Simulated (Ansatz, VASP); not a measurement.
**One calculation of BaTiO3, two programs**

```
CELL_PARAMETERS angstrom
3.97007 0.00000 0.00000
0.00000 3.97007 0.00000
0.00000 0.00000 3.97007
ATOMIC_POSITIONS crystal
Ba 0.50000 0.50000 0.50000
Ti 0.00000 0.00000 0.00000
O 0.50000 0.00000 0.00000
O 0.00000 0.50000 0.00000
O 0.00000 0.00000 0.50000
```

Alike in both runs: task single point; functional PBEsol; k mesh 4 × 4 × 4; no spin polarisation.

|  | VASP | Ansatz |
| --- | --- | --- |
| version | VASP 6.6.1 | Ansatz 0.2.0 |
| potentials or method | VASP PAW PBE potentials, release 64 (Ba_sv, Ti_sv, O), cutoff 600 eV | plane waves, PAW |
| occupations | gaussian, width 0.01 eV | fixed |
| valence electrons in the cell | 40 | 40 |

Ansatz gave:

- pressure (GPa): 0.0

Q: What did VASP give for the same quantities?

A: Pressure (GPa): 1.9.

VASP's potentials were made for PBE, not for PBEsol.

Spin-orbit coupling is off throughout.
